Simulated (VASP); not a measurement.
**CdSb2O2: relaxation of cell and atoms with PBE**

The system is CdSb2O2.

```
Cd Sb O
1.0
     8.45102    0.00000    0.00000
     0.00000    8.45102    0.00000
     0.00000    0.00000    3.19709
Cd Sb O
2 4 4
Direct
  0.00000 0.00000 0.00000
  0.50000 0.50000 0.00000
  0.24708 0.74708 0.00000
  0.25292 0.24708 0.00000
  0.75292 0.25292 0.00000
  0.74708 0.75292 0.00000
  0.14072 0.64072 0.50000
  0.35928 0.14072 0.50000
  0.85928 0.35928 0.50000
  0.64072 0.85928 0.50000
```

The cell was built from a structure type or drawn by symmetry, and may not be a known phase.

* Program: VASP 6.6.1
* Task: relaxation of cell and atoms
* Functional: PBE
* Potentials or basis: VASP PAW PBE potentials, release 64 (Cd, Sb, O)
* Cutoff: 600 eV
* k mesh: 2 × 2 × 6
* Occupations: gaussian, width 0.1 eV
* Spin: no spin polarisation
* Dipole correction: no
* Further INCAR settings: ALGO = Normal; EDIFF = 1e-06; IBRION = 2; EDIFFG = -0.04; NSW = 90; ISIF = 3

```json
{
  "Relaxed volume": "22.91 Å³/atom",
  "Relaxed cell": "a = 8.473 Å, b = 8.473 Å, c = 3.191 Å, α = 90.00°, β = 90.00°, γ = 90.00°",
  "Space group after relaxing (to 0.1 Å)": "P4/mbm (No. 127)",
  "Energy gained by relaxing": "0.2 meV/atom",
  "Ionic steps": "4",
  "Pressure after relaxing": "0.0 GPa",
  "Largest force after relaxing": "0.011 eV/Å",
  "Band gap on the k mesh": "zero (filled and empty bands touch)"
}
```

Forces in eV/Å, atoms in the order of the input:
```
Cd   0.000  0.000  0.000
Cd   0.000  0.000  0.000
Sb   0.003  0.003  0.000
Sb  -0.003  0.003  0.000
Sb  -0.003 -0.003  0.000
Sb   0.003 -0.003  0.000
O    0.008  0.008  0.000
O   -0.008  0.008  0.000
O   -0.008 -0.008  0.000
O    0.008 -0.008  0.000
```

Stress tensor (GPa, compression positive):
```
 0.02  0.00  0.00
 0.00  0.02  0.00
 0.00  0.00 -0.12
```

Step by step:
| step | energy change (eV) | largest force (eV/Å) | pressure (GPa) | volume (Å³) |
| --- | --- | --- | --- | --- |
| 1 | 0.0000 | 0.0741 | 0.24 | 228.34 |
| 2 | -0.0009 | 0.0710 | -0.21 | 229.46 |
| 3 | -0.0013 | 0.0249 | -0.06 | 229.05 |
| 4 | -0.0021 | 0.0114 | -0.03 | 229.09 |

Final structure:
```
CELL_PARAMETERS angstrom
8.47338 0.00000 0.00000
0.00000 8.47338 0.00000
0.00000 0.00000 3.19077
ATOMIC_POSITIONS crystal
Cd 0.00000 0.00000 0.00000
Cd 0.50000 0.50000 0.00000
Sb 0.24734 0.74734 0.00000
Sb 0.25266 0.24734 0.00000
Sb 0.75266 0.25266 0.00000
Sb 0.74734 0.75266 0.00000
O 0.14061 0.64061 0.50000
O 0.35939 0.14061 0.50000
O 0.85939 0.35939 0.50000
O 0.64061 0.85939 0.50000
```

Levels at points of the mesh, in eV from the Fermi level:
```csv
k point,band 32,band 33,band 34,band 35,band 36,band 37
"(0.00, 0.00, 0.00)",-2.05,-0.84,-0.84,0.10,0.86,1.26
"(0.50, 0.00, 0.00)",-2.07,-0.55,-0.55,0.62,0.62,1.32
"(0.50, 0.50, 0.00)",-2.22,-0.60,-0.60,1.01,1.01,1.47
"(0.00, 0.00, 0.50)",-1.07,-1.07,-0.65,0.77,1.13,1.44
"(0.50, 0.00, 0.50)",-2.33,-0.01,-0.01,-0.01,-0.01,1.61
"(0.50, 0.50, 0.50)",-1.56,-1.24,-1.24,0.20,0.20,1.11
```

It took 6.8 min on 1 thread of Intel(R) Xeon(R) Platinum 8259CL CPU @ 2.50GHz (Skylake/Cascade Lake), with other jobs on the host, peak memory 0.47 GiB.

Caveat: the k points lie up to 0.37 Å⁻¹ apart in the final cell; spin-orbit coupling is left out, which moves the levels of the heavy elements.
